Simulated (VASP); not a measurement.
Runs of VASP 6.6.1 on Ir. The structure is that of space group Fm-3m (No. 225), or close to it. The cells are those of the table. 

```csv
cell,gap on the mesh (eV),pressure (GPa)
"a = 2.753 Å, angles 60.0°, 1 atom",none,-5.3
"a = 2.686 Å, angles 60.0°, 1 atom",none,(c)
"a = 2.709 Å, angles 60.0°, 1 atom",none,12.5
"a = 2.616 Å, angles 60.0°, 1 atom",none,68.6
"a = 2.663 Å, angles 60.0°, 1 atom",none,36.5
"a = 2.775 Å, angles 60.0°, 1 atom",none,-12.4
"a = 2.731 Å, angles 60.0°, 1 atom",none,3.0
"a = 2.640 Å, angles 60.0°, 1 atom",none,(b)
"a = 2.797 Å, angles 60.0°, 1 atom",none,(a)
```

Alike in all rows: task single point; level PBE; potentials or basis VASP PAW PBE potentials, release 64 (Ir); no spin polarisation; k mesh 13 × 13 × 13; cutoff (eV) 520; smearing gaussian 0.15 eV.

Estimate the missing entries.

(a) -18.5; (b) 51.4; (c) 23.6.

Caveats: spin-orbit coupling is left out, which moves the levels of the heavy elements.

A k mesh can miss the band edges, and the runs leave out spin-orbit coupling on Ir.

A gap of «none» marks levels without a gap at the run's occupations.
